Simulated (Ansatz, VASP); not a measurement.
**MgO in VASP and in Ansatz**

Contents of POSCAR:

```
MgO
1.0
    0.0000000000      2.1334903292      2.1021680256
    2.1021680256      0.0000000000      2.1021680256
    2.1021680256      2.1334903292      0.0000000000
Mg O
1 1
Direct
    0.0000000000      0.0000000000      0.0000000000
    0.5000000000      0.5000000000      0.5000000000
```

File INCAR.step1:

```
SYSTEM = MgO
PREC = Accurate
ENCUT = 520
ISMEAR = 0
SIGMA = 0.01
LREAL = .FALSE.
LASPH = .TRUE.
NELM = 80
NBANDS = 11
GGA = PE
ALGO = Normal
EDIFF = 1E-4
LWAVE = .TRUE.
LCHARG = .FALSE.
```

File INCAR.step2:

```
SYSTEM = MgO
PREC = Accurate
ENCUT = 520
EDIFF = 1E-6
ISMEAR = 0
SIGMA = 0.01
LREAL = .FALSE.
LASPH = .TRUE.
NELM = 80
ALGO = Normal
ISIF = 2
LWAVE = .FALSE.
LCHARG = .FALSE.
METAGGA = R2SCAN
LMIXTAU = .TRUE.
NBANDS = 11
ISTART = 1
```

Contents of KPOINTS:

```
Automatic mesh
0
G
  10 10 10
  0 0 0
```

Input for Ansatz:

```yaml
crystal:
  lattice:
    - [0.0, 2.1334903292, 2.1021680256]
    - [2.1021680256, 0.0, 2.1021680256]
    - [2.1021680256, 2.1334903292, 0.0]
  atoms:
    - { symbol: Mg, position: [0.0, 0.0, 0.0] }
    - { symbol: O, position: [0.5, 0.5, 0.5] }
kpoints:
  mp_grid: { grid: [10, 10, 10] }
  band_path:
    path:
      - [0.0, 0.0, 0.0]
      - [0.5, 0.0, 0.5]
      - [0.625, 0.25, 0.625]
      - [0.375, 0.375, 0.75]
      - [0.5, 0.5, 0.5]
      - [0.5, 0.25, 0.75]
    npoints: 1
hamiltonian:
  xc: r2scan
scf:
  occupations: { method: fixed }
  n_extra_bands: 4
output:
  forces: true
  stress: true
  eigenvalues: true
  write_density: true
  write_potential: true
  elf: true
  volumetric_format: npy
```

Change from the starting cell: uniaxial_y strain +1.5%.

Alike in both runs: task single point; functional r2SCAN; k mesh 10 × 10 × 10; no spin polarisation.

|  | VASP | Ansatz |
| --- | --- | --- |
| version | VASP 6.6.1 | Ansatz 0.2.0 |
| potentials or method | VASP PAW PBE potentials, release 64 (Mg, O) | plane waves, PAW |
| plane-wave cutoff (eV) | 520 | 500 |
| occupations | gaussian, width 0.01 eV | fixed |
| valence electrons in the cell | 8 | 16 |

```csv
,VASP,Ansatz,Ansatz less VASP
gap on the k mesh at the Fermi level (eV),5.49,5.51,+0.025
pressure (GPa),-3.4,-2.3,+1.14
"traceless stress, the component that is largest in VASP (GPa)",-1.89,-1.91,-0.012
```

VASP's potentials were made for PBE, not for r2SCAN. VASP's potentials hold 8 valence electrons a cell and Ansatz's 16, so a difference there can come from the potentials and not from the codes.
